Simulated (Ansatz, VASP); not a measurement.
**Ru in VASP and in Ansatz**

```
Ru
1.0
     2.70580    0.00000    0.00000
    -1.35290    2.34329    0.00000
     0.00000    0.00000    4.15344
Ru
2
Direct
  0.33333 0.66667 0.25000
  0.66667 0.33333 0.75000
```

Change from the starting cell: z stretched by -3 %, ions relaxed.

Alike in both runs: functional PBE; k mesh 20 × 20 × 11; occupations fermi-dirac, width 0.05 eV; no spin polarisation.

Ansatz relaxed the structure, and its values are those at the end. VASP's run is a single point on that final structure, the one shown.

```csv
,VASP,Ansatz
version,VASP 6.6.1,Ansatz 0.2.0
potentials or method,"VASP PAW PBE potentials, release 64 (Ru_pv)","plane-wave PAW, scalar-relativistic"
plane-wave cutoff (eV),520,420
valence electrons in the cell,28,32
```

|  | VASP | Ansatz | Ansatz less VASP |
| --- | --- | --- | --- |
| pressure (GPa) | 16.2 | 16.3 | +0.04 |

VASP's potentials hold 28 valence electrons a cell and Ansatz's 32, so a difference there can come from the potentials and not from the codes. Ansatz's warnings: stress scf threshold loose.
